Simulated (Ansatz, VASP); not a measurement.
## MgBe2Te3: VASP beside Ansatz

INCAR

```
SYSTEM = MgBe2Te3
ALGO = Normal ; EDIFF = 1E-6
EDIFFG = -0.01 ; ENCUT = 600
GGA = PE ; IBRION = 2
ISIF = 3 ; ISMEAR = 0
LASPH = .TRUE. ; LCHARG = .FALSE.
LREAL = .FALSE. ; LWAVE = .FALSE.
NELM = 80 ; NSW = 100
PREC = Accurate ; SIGMA = 0.1
```

File KPOINTS:

```
k-points
0
G
  6 6 12
  0 0 0
```

POSCAR

```
MgBe2Te3
1.0
    8.0153778471      0.0000000000      0.0000000000
   -4.0076889236      6.9415208365      0.0000000000
    0.0000000000      0.0000000000      3.3181177732
Mg Be Te
1 2 3
Direct
    0.0000000000      0.0000000000      0.5000000000
    0.3333333333      0.6666666667      0.0000000000
    0.6666666667      0.3333333333      0.0000000000
    0.5000000000      0.0000000000      0.0000000000
    0.0000000000      0.5000000000      0.0000000000
    0.5000000000      0.5000000000      0.0000000000
```

Input for Ansatz:

```yaml
crystal:
  lattice:
    - [8.0153778471, 0.0, 0.0]
    - [-4.0076889236, 6.9415208365, 0.0]
    - [0.0, 0.0, 3.3181177732]
  atoms:
    - { symbol: Mg, position: [0.0, 0.0, 0.5] }
    - { symbol: Be, position: [0.3333333333, 0.6666666667, 0.0] }
    - { symbol: Be, position: [0.6666666667, 0.3333333333, 0.0] }
    - { symbol: Te, position: [0.5, 0.0, 0.0] }
    - { symbol: Te, position: [0.0, 0.5, 0.0] }
    - { symbol: Te, position: [0.5, 0.5, 0.0] }
basis:
  ecutwfc: 420
kpoints:
  mp_grid: { grid: [6, 6, 12] }
hamiltonian:
  xc: pbe
scf:
  occupations: { method: gaussian, width: 0.1 }
output:
  forces: true
  stress: true
  eigenvalues: true
  write_density: true
  write_potential: true
  elf: true
  volumetric_format: npy
relax:
  adjacent_minimum: "off"
  f_tol: 0.01
  max_steps: 80
  cell: { stress_tol: 0.05 }
```

Alike in both runs: task relaxation of cell and atoms; functional PBE; k mesh 6 × 6 × 12; occupations gaussian, width 0.1 eV; no spin polarisation.

```csv
,VASP,Ansatz
version,VASP 6.6.1,Ansatz 0.2.0
potentials or method,"VASP PAW PBE potentials, release 64 (Mg, Be, Te), cutoff 600 eV","scalar-relativistic, plane waves, PAW"
valence electrons in the cell,24,62
```

|  | VASP | Ansatz | Ansatz less VASP |
| --- | --- | --- | --- |
| gap on the k mesh at the Fermi level, each at its own relaxed structure (eV) | none | none | - |
| relaxed volume (Å³/atom) | 30.14 | 30.10 | -0.042 |
| relaxed cell length with the largest relative difference (Å) | 8.064 | 8.053 | -0.0103 |

A gap of «none» marks a metal or a gap that the smearing closes. VASP's potentials hold 24 valence electrons a cell and Ansatz's 62, so a difference there can come from the potentials and not from the codes.

Spin-orbit coupling is off throughout.
